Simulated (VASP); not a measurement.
# Fe2O (antifluorite type): single point with PBE

Fe2O (antifluorite type):

```xyz
3
Lattice="0.0000 2.4495 2.4495 2.4495 0.0000 2.4495 2.4495 2.4495 0.0000" Properties=species:S:1:pos:R:3 pbc="T T T"
Fe    1.2247    1.2247    1.2247
Fe    3.6742    3.6742    3.6742
O     0.0000    0.0000    0.0000
```

```json
{
  "Program": "VASP 6.6.1",
  "Task": "single point",
  "Functional": "PBE",
  "Potentials or basis": "VASP PAW PBE potentials, release 64 (Fe, O)",
  "Cutoff": "520 eV",
  "k mesh": "13 × 13 × 13",
  "Occupations": "fermi-dirac, width 0.0612256 eV",
  "Spin": "no spin polarisation"
}
```

- Pressure: 0.4 GPa
- Band gap on the k mesh: zero (band 11 reaches 7.43 eV, above the bottom of band 12 at 6.39 eV)

Levels at points of the mesh, in eV from the Fermi level:
```csv
k point,band 7,band 8,band 9,band 10,band 11,band 12,band 13,band 14,band 15,band 16
"(0.00, 0.00, 0.00)",-3.28,0.41,0.41,0.41,0.41,0.41,0.41,1.35,1.35,9.23
```

Wall time 42 s on 1 thread of Intel Xeon 6975P-C, on a shared host, peak memory 0.19 GiB.

Caveat: the run has no spin polarisation, though such a crystal can be magnetic. With open d or f shells a metallic result of PBE can be an artefact of self-interaction; +U or a hybrid may open a gap.
